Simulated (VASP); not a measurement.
# SnSe (Pnma) in VASP: single point with PBE

Aim: the single point of SnSe with PBE.

All numbers are computed with VASP 6.6.1; they aren't measurements. Logs are shortened: lines on timing, memory, paths and dates and some standing lists are left out, and cuts for length are marked.

**The experiment to reproduce.**

“Linear dichroism of the optical properties of SnS and SnSe van der Waals crystals”, 2024, arxiv:2409.17412 reports, for a bulk crystal of SnSe at 300 K: band gap 0.89 eV (indirect).

How close the calculation comes is told below.

### Step 1. The cell of the first run

Symmetry: Pnma, No. 62, orthorhombic system. Conventional cell: a = 11.794 Å, b = 4.207 Å, c = 4.567 Å, α = 90.00°, β = 90.00°, γ = 90.00°. Sn (site symmetry m) has 6 Se at 2.79 to 3.55 Å and 2 Sn at 3.71 Å within 3.8 Å. Se (site symmetry m) has 6 Sn at 2.79 to 3.55 Å within 3.7 Å.

### Step 2. Single point, PBE

File INCAR:

```
SYSTEM = SnSe
  PREC = Accurate
  ENCUT = 520
  EDIFF = 1E-7
  ISMEAR = 0
  SIGMA = 0.05
  LREAL = .False.
  LASPH = .True.
  NELM = 100
  ALGO = Normal
  ISIF = 2
  LWAVE = .False.
  LCHARG = .False.
  GGA = PE
  NBANDS = 50
```

File KPOINTS:

```
Automatic mesh
0
Gamma
  4 6 6
  0 0 0
```

File POSCAR:

```
SnSe
1.0
   11.7941653613      0.0000000000      0.0000000000
    0.0000000000      4.2070054080      0.0000000000
    0.0000000000      0.0000000000      4.5671013721
Sn Se
4 4
Direct
    0.1214769848      0.2500000000      0.1164645414
    0.8785230152      0.7500000000      0.8835354586
    0.3785230152      0.7500000000      0.6164645414
    0.6214769848      0.2500000000      0.3835354586
    0.8548816258      0.2500000000      0.4763342523
    0.1451183742      0.7500000000      0.5236657477
    0.6451183742      0.7500000000      0.9763342523
    0.3548816258      0.2500000000      0.0236657477
```

Potentials or basis: VASP PAW PBE potentials, release 64 (Sn_d, Se).

Started as:

```bash
$ cat potpaw_PBE.64/Sn_d/POTCAR potpaw_PBE.64/Se/POTCAR > POTCAR
$ mpirun -np 1 vasp_std > vasp.out
```

OUTCAR:

```text
SYSTEM = SnSe
   PREC = Accurate
   ENCUT = 520
   EDIFF = 1E-7
   ISMEAR = 0
   LREAL = .False.
   LASPH = .True.
   NELM = 100
   ISIF = 2
   GGA = PE

 ion  position               nearest neighbor table
   1  0.121  0.250  0.116-   8 2.79   6 2.82   6 2.82   2 3.71   2 3.71
   2  0.879  0.750  0.884-   7 2.79   5 2.82   5 2.82   1 3.71   1 3.71
   3  0.379  0.750  0.616-   6 2.79   8 2.82   8 2.82   4 3.71   4 3.71
   4  0.621  0.250  0.384-   5 2.79   7 2.82   7 2.82   3 3.71   3 3.71
   5  0.855  0.250  0.476-   4 2.79   2 2.82   2 2.82
   6  0.145  0.750  0.524-   3 2.79   1 2.82   1 2.82
   7  0.645  0.750  0.976-   2 2.79   4 2.82   4 2.82
   8  0.355  0.250  0.024-   1 2.79   3 2.82   3 2.82

  LATTYP: Found a simple orthorhombic cell.
 ALAT       =     4.2070054080
 B/A-ratio  =     1.0855943668
 C/A-ratio  =     2.8034585691

  Lattice vectors:

 A1 = (   0.0000000000,   4.2070054080,   0.0000000000)
 A2 = (   0.0000000000,   0.0000000000,   4.5671013721)
 A3 = (  11.7941653613,   0.0000000000,   0.0000000000)

Analysis of symmetry for initial positions (statically):
=====================================================================
 Subroutine PRICEL returns:
 Original cell was already a primitive cell.

 Routine SETGRP: Setting up the symmetry group for a
 simple orthorhombic supercell.

 Subroutine GETGRP returns: Found  8 space group operations
 (whereof  2 operations were pure point group operations)
 out of a pool of  8 trial point group operations.

The static configuration has the point symmetry S_2 .
 The point group associated with its full space group is D_2h.

Analysis of symmetry for dynamics (positions and initial velocities):
=====================================================================
 Subroutine PRICEL returns:
 Original cell was already a primitive cell.

 Routine SETGRP: Setting up the symmetry group for a
 simple orthorhombic supercell.

 Subroutine GETGRP returns: Found  8 space group operations
 (whereof  2 operations were pure point group operations)
 out of a pool of  8 trial point group operations.

The dynamic configuration has the point symmetry S_2 .
 The point group associated with its full space group is D_2h.

 Subroutine INISYM returns: Found  8 space group operations
 (whereof  2 operations are pure point group operations),
 and found     1 'primitive' translations

----------------------------------------------------------------------------------------

                                     Primitive cell

  volume of cell :     226.6110

  direct lattice vectors                    reciprocal lattice vectors
    11.794165361  0.000000000  0.000000000     0.084787687  0.000000000  0.000000000
     0.000000000  4.207005408  0.000000000     0.000000000  0.237698767  0.000000000
     0.000000000  0.000000000  4.567101372     0.000000000  0.000000000  0.218957259

  length of vectors
    11.794165361  4.207005408  4.567101372     0.084787687  0.237698767  0.218957259

  position of ions in fractional coordinates (direct lattice)
     0.121476985  0.250000000  0.116464541
     0.878523015  0.750000000  0.883535459
     0.378523015  0.750000000  0.616464541
     0.621476985  0.250000000  0.383535459
     0.854881626  0.250000000  0.476334252
     0.145118374  0.750000000  0.523665748
     0.645118374  0.750000000  0.976334252
     0.354881626  0.250000000  0.023665748

  ion indices of the primitive-cell ions
   primitive index   ion index
                 1           1
                 2           2
                 3           3
                 4           4
                 5           5
                 6           6
                 7           7
                 8           8

----------------------------------------------------------------------------------------

 KPOINTS: Automatic mesh

Automatic generation of k-mesh.
 Grid dimensions read from file:
 generate k-points for:    4    6    6

 Generating k-lattice:

  Cartesian coordinates                     Fractional coordinates (reciprocal lattice)
     0.021196922  0.000000000  0.000000000     0.250000000  0.000000000  0.000000000
     0.000000000  0.039616461  0.000000000     0.000000000  0.166666667  0.000000000
     0.000000000  0.000000000  0.036492877     0.000000000  0.000000000  0.166666667

  Length of vectors
     0.021196922  0.039616461  0.036492877

  Shift w.r.t. Gamma in fractional coordinates (k-lattice)
     0.000000000  0.000000000  0.000000000

 Subroutine IBZKPT returns following result:
 ===========================================

 Found     48 irreducible k-points:

 Following reciprocal coordinates:
            Coordinates               Weight
  0.000000  0.000000  0.000000      1.000000
  0.250000  0.000000  0.000000      2.000000
  0.500000  0.000000  0.000000      1.000000
  0.000000  0.166667  0.000000      2.000000
  0.250000  0.166667  0.000000      4.000000
  0.500000  0.166667  0.000000      2.000000
[... 16 lines left out ...]
  0.250000  0.500000  0.166667      4.000000
  0.500000  0.500000  0.166667      2.000000
 [... further k-points ...]
   k-points           NKPTS =     48   k-points in BZ     NKDIM =     48   number of bands    NBANDS=     50
   number of dos      NEDOS =    301   number of ions     NIONS =      8
   total plane-waves  NPLWV = 103680
   dimension x,y,z NGX =    90 NGY =   32 NGZ =   36
   dimension x,y,z NGXF=   180 NGYF=   64 NGZF=   72
   ions per type =               4   4
   NGX,Y,Z   is equivalent  to a cutoff of  12.69, 12.65, 13.10 a.u.
   NGXF,Y,Z  is equivalent  to a cutoff of  25.37, 25.29, 26.21 a.u.
 SYSTEM =  SnSe
   PREC   = accura    normal or accurate (medium, high low for compatibility)
   ISTART =      0    job   : 0-new  1-cont  2-samecut
   ICHARG =      2    charge: 1-file 2-atom 10-const
   ISPIN  =      1    spin polarized calculation?
   LNONCOLLINEAR =      F non collinear calculations
   LSORBIT =      F    spin-orbit coupling
   LASPH  =      T    aspherical Exc in radial PAW
   ENCUT  =  520.0 eV  38.22 Ry    6.18 a.u.  21.93  7.82  8.49*2*pi/ulx,y,z
   NELM   =    100;   NELMIN=  2; NELMDL= -5     # of ELM steps
   EDIFF  = 0.1E-06   stopping-criterion for ELM
   LREAL  =      F    real-space projection
   EDIFFG = 0.1E-05   stopping-criterion for IOM
   NSW    =      0    number of steps for IOM
   IBRION =     -1    ionic relax: 0-MD 1-quasi-New 2-CG
   NFREE  =      0    steps in history (QN), initial steepest desc. (CG)
   ISIF   =      2    stress and relaxation
   ISYM   =      2    0-nonsym 1-usesym 2-fastsym
   POTIM  = 0.5000    time-step for ionic-motion
   TEBEG  =    0.0;   TEEND  =   0.0 temperature during run
   PSTRESS=    0.0 pullay stress
   NELECT =      80.0000    total number of electrons
   NUPDOWN=      -1.0000    fix difference up-down
   EMIN   =  10.00;   EMAX   =-10.00  energy-range for DOS
   EFERMI =   0.00;   METHOD = LEGACY
   ISMEAR =     0;   SIGMA  =   0.05  broadening in eV -4-tet -1-fermi 0-gaus
   EFERMI_NEDOS =   21; number of points for ismear=-14 and -15
   IALGO  =     38    algorithm
   IMIX   =      4    mixing-type and parameters
     AMIX     =   0.40;   BMIX     =  1.00
     AMIX_MAG =   1.60;   BMIX_MAG =  1.00
  volume/ion in A,a.u.               =      28.33       191.16
  Fermi-wavevector in a.u.,A,eV,Ry     =   1.157030  2.186469 18.214361  1.338718
  Thomas-Fermi vector in A             =   2.293645
   LORBIT       =      0    0 simple, 1 ext, 2 COOP (PROOUT), +10 PAW based schemes
   GGA     = PE    functional components
   LHFCALC =     F    Hartree Fock is set to
   AEXX    =    0.0000 exact exchange contribution
   IVDW    =     0    specifies the selected vdW correction
   LEPSILON=     F    determine dielectric tensor
   LRPA    =     F    only Hartree local field effects (RPA)
 non-spin polarized calculation
 Gauss-broadening in eV      SIGMA  =   0.05
  energy-cutoff  :      520.00
  volume of cell :      226.61
 maximum number of plane-waves:      6144
 NGX is ok and might be reduce to    90
   NGX = 43   NGY = 15   NGZ = 17

 number of electron      79.9999978 magnetization

 Free energy of the ion-electron system (eV)
  ---------------------------------------------------
  ext. energy  EPLUGINS =         0.00000000
  ---------------------------------------------------
  free energy    TOTEN  =       -32.89085503 eV

  energy without entropy =      -32.89085503  energy(sigma->0) =      -32.89085503

 E-fermi :   5.0393     XC(G=0):  -9.4147

 val. band max:        4.7963026488   @ k =   0.0000   0.0000   0.3333
 cond. band min:       5.4316095532   @ k =   0.0000   0.3333   0.0000
 fundamental gap:      0.6353069044
 Fermi energy:         5.0393009903

 k-point     1 :       0.0000    0.0000    0.0000
  band No.  band energies     occupation
      1     -16.4919      2.00000
      2     -16.4844      2.00000
      3     -16.4804      2.00000
      4     -16.4783      2.00000
      5     -16.4777      2.00000
      6     -16.4752      2.00000
[... 42 lines left out ...]
     49       9.4309      0.00000
     50       9.5072      0.00000

 k-point     2 :       0.2500    0.0000    0.0000
  band No.  band energies     occupation
      1     -16.4910      2.00000
      2     -16.4858      2.00000
      3     -16.4799      2.00000
      4     -16.4781      2.00000
      5     -16.4781      2.00000
      6     -16.4763      2.00000
[... 42 lines left out ...]
     49       9.5629      0.00000
     50       9.7197      0.00000

 k-point     3 :       0.5000    0.0000    0.0000
  band No.  band energies     occupation
      1     -16.4886      2.00000
      2     -16.4886      2.00000
      3     -16.4789      2.00000
      4     -16.4789      2.00000
      5     -16.4774      2.00000
      6     -16.4774      2.00000
[... 1102 lines left out ...]
     49       8.7095      0.00000
     50       8.7146      0.00000

 k-point    24 :       0.5000    0.5000    0.1667
  band No.  band energies     occupation
      1     -16.4885      2.00000
      2     -16.4885      2.00000
      3     -16.4885      2.00000
      4     -16.4885      2.00000
      5     -16.4679      2.00000
      6     -16.4679      2.00000
[... 42 lines left out ...]
     49       8.6851      0.00000
     50       8.6851      0.00000

 [... further k-points ...]

------------------------ aborting loop because EDIFF is reached ----------------------------------------

  FORCE on cell =-STRESS in cart. coord.  units (eV):
  Direction    XX          YY          ZZ          XY          YZ          ZX
  --------------------------------------------------------------------------------------
  -------------------------------------------------------------------------------------
  Total        0.0555749      0.0360141      0.0291365      0.0000000      0.0000000      0.0000000
  in kB        0.3929235      0.2546258      0.2060001      0.0000000      0.0000000      0.0000000
  external PRESSURE =       0.2845165 kB  Pullay stress =       0.0000000 kB

 VOLUME and BASIS-vectors are now :
 -----------------------------------------------------------------------------
  energy-cutoff  :      520.00
  volume of cell :      226.61
      direct lattice vectors                 reciprocal lattice vectors
    11.794165361  0.000000000  0.000000000     0.084787687  0.000000000  0.000000000
     0.000000000  4.207005408  0.000000000     0.000000000  0.237698767  0.000000000
     0.000000000  0.000000000  4.567101372     0.000000000  0.000000000  0.218957259

 POSITION                                       TOTAL-FORCE (eV/Angst)
 -----------------------------------------------------------------------------------
      1.43272      1.05175      0.53191        -0.013300      0.000000     -0.010780
     10.36145      3.15525      4.03520         0.013300     -0.000000      0.010780
      4.46436      3.15525      2.81546         0.013300      0.000000     -0.010780
      7.32980      1.05175      1.75165        -0.013300     -0.000000      0.010780
     10.08262      1.05175      2.17547         0.006689     -0.000000     -0.011098
      1.71155      3.15525      2.39163        -0.006689     -0.000000      0.011098
      7.60863      3.15525      4.45902        -0.006689      0.000000     -0.011098
      4.18553      1.05175      0.10808         0.006689     -0.000000      0.011098
 -----------------------------------------------------------------------------------
    total drift:                                0.000000     -0.000000      0.000000

  FREE ENERGIE OF THE ION-ELECTRON SYSTEM (eV)
  ---------------------------------------------------
  free  energy   TOTEN  =       -32.8908550276 eV

  energy  without entropy=      -32.8908550276  energy(sigma->0) =      -32.89085503
```

It took 17 min on 1 thread of Intel Xeon 8259CL, shared host; peak memory 0.56 GiB.

What came out:

```yaml
Free_energy: -32.8909 eV
Pressure: 0.0 GPa
Largest_force: 0.017 eV/Å
Band_gap_on_the_k_mesh: 0.64 eV (least direct gap 0.87 eV)
```

Forces in eV/Å, atoms in the order of the input:
```
Sn  -0.013  0.000 -0.011
Sn   0.013  0.000  0.011
Sn   0.013  0.000 -0.011
Sn  -0.013  0.000  0.011
Se   0.007  0.000 -0.011
Se  -0.007  0.000  0.011
Se  -0.007  0.000 -0.011
Se   0.007  0.000  0.011
```

Caveat: semilocal functionals underestimate gaps, and a narrow one can read as zero; spin-orbit coupling is left out, which moves the levels of the heavy elements.

### Step 3. Comparison with measurements

Step 2. A measured gap of SnSe is 0.89 eV (indirect; 300 K; “Linear dichroism of the optical properties of SnS and SnSe van der Waals crystals”, 2024, arxiv:2409.17412); the calculated 0.64 eV misses it by -0.25 eV. 2 values of this kind are on record (0.89 to 0.99 eV); this one was drawn at random. Spin-orbit coupling on Se, Sn is left out. The value is that of PBE on a finite k mesh, which can miss the band edges, without temperature or zero-point motion. Semilocal functionals fall short of measured gaps as a rule.
